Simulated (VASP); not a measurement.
# AlN (F-43m) in VASP: single point with PBE0

Aim: the single point of AlN with PBE0.

Everything below comes from runs of VASP 6.6.1. Logs are shortened: lines on timing, memory, paths and dates and some standing lists are left out, and cuts for length are marked.

## (1) The cell of the first run

Symmetry: F-43m, No. 216, cubic system. The conventional cell has a = 4.370 Å, b = 4.370 Å, c = 4.370 Å, α = 90.00°, β = 90.00°, γ = 90.00°. Within 2.5 Å of Al (site symmetry -43m) lie 4 N at 1.89 Å. Within 2.5 Å of N (site symmetry -43m) lie 4 Al at 1.89 Å.

## (2) Single point, PBE0

The input, POSCAR:

```
AlN
1.0
    0.0000000000      2.1848764832      2.1848764832
    2.1848764832      0.0000000000      2.1848764832
    2.1848764832      2.1848764832      0.0000000000
Al N
1 1
Direct
    0.0000000000      0.0000000000      0.0000000000
    0.7500000000      0.7500000000      0.7500000000
```

The input, INCAR.step1:

```
SYSTEM = AlN
ALGO = Normal ; EDIFF = 1E-5
ENCUT = 520 ; GGA = PE
ISIF = 2 ; ISMEAR = 0
LASPH = .True. ; LCHARG = .False.
LREAL = .False. ; LWAVE = .True.
NBANDS = 11 ; NELM = 80
PREC = Accurate ; SIGMA = 0.01
```

The input, INCAR.step2:

```
SYSTEM = AlN
AEXX = 0.25 ; ALGO = Normal
EDIFF = 1E-6 ; ENCUT = 520
GGA = PE ; ISIF = 2
ISMEAR = 0 ; ISTART = 1
LASPH = .True. ; LCHARG = .False.
LHFCALC = .True. ; LREAL = .False.
LWAVE = .False. ; NBANDS = 11
NELM = 80 ; PREC = Accurate
PRECFOCK = Normal ; SIGMA = 0.01
```

The input, KPOINTS:

```
k-points
0
Gamma
  8 8 8
  0 0 0
```

Potentials or basis: VASP PAW PBE potentials, release 64 (Al, N).

Command:

```
cat potpaw_PBE.64/Al/POTCAR potpaw_PBE.64/N/POTCAR > POTCAR
cp INCAR.step1 INCAR
mpirun -np 1 vasp_std > vasp.out
cp INCAR.step2 INCAR
mpirun -np 1 vasp_std > vasp.out
```

OUTCAR:

```text
SYSTEM = AlN
   AEXX = 0.25
   EDIFF = 1E-6
   ENCUT = 520
   GGA = PE
   ISIF = 2
   ISMEAR = 0
   ISTART = 1
   LASPH = .True.
   LHFCALC = .True.
   LREAL = .False.
   NELM = 80
   PREC = Accurate
   PRECFOCK = Normal

 ion  position               nearest neighbor table
   1  0.000  0.000  0.000-   2 1.89   2 1.89   2 1.89   2 1.89
   2  0.750  0.750  0.750-   1 1.89   1 1.89   1 1.89   1 1.89

  LATTYP: Found a face centered cubic cell.
 ALAT       =     4.3697529664

  Lattice vectors:

 A1 = (   0.0000000000,   2.1848764832,   2.1848764832)
 A2 = (   2.1848764832,   0.0000000000,   2.1848764832)
 A3 = (   2.1848764832,   2.1848764832,   0.0000000000)

Analysis of symmetry for initial positions (statically):
=====================================================================
 Subroutine PRICEL returns:
 Original cell was already a primitive cell.

 Routine SETGRP: Setting up the symmetry group for a
 face centered cubic supercell.

 Subroutine GETGRP returns: Found 24 space group operations
 (whereof 24 operations were pure point group operations)
 out of a pool of 48 trial point group operations.

The static configuration has the point symmetry T_d .

Analysis of symmetry for dynamics (positions and initial velocities):
=====================================================================
 Subroutine PRICEL returns:
 Original cell was already a primitive cell.

 Routine SETGRP: Setting up the symmetry group for a
 face centered cubic supercell.

 Subroutine GETGRP returns: Found 24 space group operations
 (whereof 24 operations were pure point group operations)
 out of a pool of 48 trial point group operations.

The dynamic configuration has the point symmetry T_d .

 Subroutine INISYM returns: Found 24 space group operations
 (whereof 24 operations are pure point group operations),
 and found     1 'primitive' translations

----------------------------------------------------------------------------------------

                                     Primitive cell

  volume of cell :      20.8598

  direct lattice vectors                    reciprocal lattice vectors
     0.000000000  2.184876483  2.184876483    -0.228845888  0.228845888  0.228845888
     2.184876483  0.000000000  2.184876483     0.228845888 -0.228845888  0.228845888
     2.184876483  2.184876483  0.000000000     0.228845888  0.228845888 -0.228845888

  length of vectors
     3.089881955  3.089881955  3.089881955     0.396372706  0.396372706  0.396372706

  position of ions in fractional coordinates (direct lattice)
     0.000000000  0.000000000  0.000000000
     0.750000000  0.750000000  0.750000000

  ion indices of the primitive-cell ions
   primitive index   ion index
[... 95 lines left out ...]
  volume/ion in A,a.u.               =      10.43        70.38
  Fermi-wavevector in a.u.,A,eV,Ry     =   1.189418  2.247675 19.248377  1.414716
  Thomas-Fermi vector in A             =   2.325526
   LORBIT       =      0    0 simple, 1 ext, 2 COOP (PROOUT), +10 PAW based schemes
   GGA     = PE    functional components
   LHFCALC =     T    Hartree Fock is set to
   PRECFOCK=normal    Normal, Fast or Accurate (Low or Medium for compatibility)
   ENCUT4O =  -1.0   cutoff for four orbital integrals eV
   NKREDX  =     1    reduce k-point grid by
   NKREDY  =     1    reduce k-point grid by
   NKREDZ  =     1    reduce k-point grid by
   AEXX    =    0.2500 exact exchange contribution
   HFSCREEN=    0.0000 screening length (either q_TF or 0.3 A-1)
   HFSCREENC=   0.0000 screening length for correlation (either q_TF or 0.3 A-1)
   ENCUTFOCK=  -1.0 apply spherical cutoff to Coloumb kernel
   IVDW    =     0    specifies the selected vdW correction
   LEPSILON=     F    determine dielectric tensor
   LRPA    =     F    only Hartree local field effects (RPA)
 non-spin polarized calculation
 Gauss-broadening in eV      SIGMA  =   0.01
  energy-cutoff  :      520.00
  volume of cell :       20.86
 maximum number of plane-waves:       588
  NGX = 18; NGY = 18; NGZ = 18

 number of electron       8.0000000 magnetization

 Free energy of the ion-electron system (eV)
  ---------------------------------------------------
  ext. energy  EPLUGINS =         0.00000000
  ---------------------------------------------------
  free energy    TOTEN  =       -18.31709078 eV

  energy without entropy =      -18.31709078  energy(sigma->0) =      -18.31709078

 E-fermi :   4.7997     XC(G=0):  -8.6068

 val. band max:        4.6475180974   @ k =   0.0000   0.0000   0.0000
 cond. band min:       9.9396119604   @ k =   0.5000   0.5000   0.0000
 fundamental gap:      5.2920938630
 Fermi energy:         4.7996523958

 k-point     1 :       0.0000    0.0000    0.0000
  band No.  band energies     occupation
      1     -11.8583      2.00000
      2       4.6475      2.00000
      3       4.6475      2.00000
      4       4.6475      2.00000
      5      10.9196      0.00000
      6      19.6605      0.00000
      7      19.6605      0.00000
      8      19.6605      0.00000
      9      25.0269      0.00000
     10      25.0269      0.00000
     11      26.4071      0.00000
[... 309 lines left out ...]
 k-point    24 :      -0.3750    0.2500    0.1250
  band No.  band energies     occupation
      1      -9.3302      2.00000
      2      -0.9551      2.00000
      3       2.2153      2.00000
      4       3.4211      2.00000
      5      13.9951      0.00000
      6      16.2557      0.00000
      7      19.4444      0.00000
      8      19.9113      0.00000
      9      24.5452      0.00000
     10      26.1865      0.00000
     11      29.4595      0.00000

 [... further k-points ...]

------------------------ aborting loop because EDIFF is reached ----------------------------------------

  FORCE on cell =-STRESS in cart. coord.  units (eV):
  Direction    XX          YY          ZZ          XY          YZ          ZX
  --------------------------------------------------------------------------------------
  -------------------------------------------------------------------------------------
  Total       -0.1057674     -0.1057674     -0.1057674      0.0000000     -0.0000000      0.0000000
  in kB       -8.1236608     -8.1236608     -8.1236608      0.0000000     -0.0000000      0.0000000
  external PRESSURE =      -8.1236608 kB  Pullay stress =       0.0000000 kB

 VOLUME and BASIS-vectors are now :
 -----------------------------------------------------------------------------
  energy-cutoff  :      520.00
  volume of cell :       20.86
      direct lattice vectors                 reciprocal lattice vectors
     0.000000000  2.184876483  2.184876483    -0.228845888  0.228845888  0.228845888
     2.184876483  0.000000000  2.184876483     0.228845888 -0.228845888  0.228845888
     2.184876483  2.184876483  0.000000000     0.228845888  0.228845888 -0.228845888

 POSITION                                       TOTAL-FORCE (eV/Angst)
 -----------------------------------------------------------------------------------
      0.00000      0.00000      0.00000         0.000000      0.000000      0.000000
      3.27731      3.27731      3.27731        -0.000000     -0.000000     -0.000000
 -----------------------------------------------------------------------------------
    total drift:                               -0.000000     -0.000000     -0.000000

  FREE ENERGIE OF THE ION-ELECTRON SYSTEM (eV)
  ---------------------------------------------------
  free  energy   TOTEN  =       -18.3170907784 eV

  energy  without entropy=      -18.3170907784  energy(sigma->0) =      -18.31709078
```

OUTCAR.step1:

```text
SYSTEM = AlN
   EDIFF = 1E-5
   ENCUT = 520
   GGA = PE
   ISIF = 2
   ISMEAR = 0
[... 558 lines left out ...]
      0.00000      0.00000      0.00000         0.000000      0.000000      0.000000
      3.27731      3.27731      3.27731        -0.000000     -0.000000     -0.000000
 -----------------------------------------------------------------------------------
    total drift:                               -0.000000     -0.000000     -0.000000

  FREE ENERGIE OF THE ION-ELECTRON SYSTEM (eV)
  ---------------------------------------------------
  free  energy   TOTEN  =       -14.8410457278 eV

  energy  without entropy=      -14.8410457278  energy(sigma->0) =      -14.84104573
```

OSZICAR.step1:

```text
N       E                     dE             d eps       ncg     rms          rms(c)
DAV:   1     0.114226335625E+02    0.11423E+02   -0.38082E+03   654   0.603E+02
DAV:   2    -0.162252108809E+02   -0.27648E+02   -0.26711E+02   758   0.137E+02
DAV:   3    -0.172137004682E+02   -0.98849E+00   -0.98690E+00   790   0.242E+01
DAV:   4    -0.172192647056E+02   -0.55642E-02   -0.55640E-02   716   0.195E+00
DAV:   5    -0.172193331141E+02   -0.68409E-04   -0.68408E-04   779   0.209E-01    0.862E+00
DAV:   6    -0.148513375540E+02    0.23680E+01   -0.11872E+01   750   0.173E+01    0.283E+00
DAV:   7    -0.148475102451E+02    0.38273E-02   -0.16702E-01   707   0.321E+00    0.206E+00
DAV:   8    -0.148423456250E+02    0.51646E-02   -0.27521E-02   686   0.158E+00    0.576E-01
DAV:   9    -0.148409866290E+02    0.13590E-02   -0.38406E-03   773   0.369E-01    0.232E-01
DAV:  10    -0.148410338879E+02   -0.47259E-04   -0.40020E-04   695   0.129E-01    0.196E-02
DAV:  11    -0.148410458375E+02   -0.11950E-04   -0.11824E-05   725   0.257E-02    0.159E-02
DAV:  12    -0.148410457278E+02    0.10964E-06   -0.40066E-07   349   0.488E-03
   1 F= -.14841046E+02 E0= -.14841046E+02  d E =-.105534E-23
```

Wall time 33 min (1 thread of Intel Xeon 8259CL, shared host); peak memory 0.16 GiB.

What came out:

```
Free energy            : -18.3171 eV
Pressure               : -0.8 GPa
Band gap on the k mesh : 5.29 eV (least direct gap 6.27 eV)
```

Caveat: the PAW data sets were made with another functional, which shifts forces and pressure a little. A k mesh can miss the band edges.
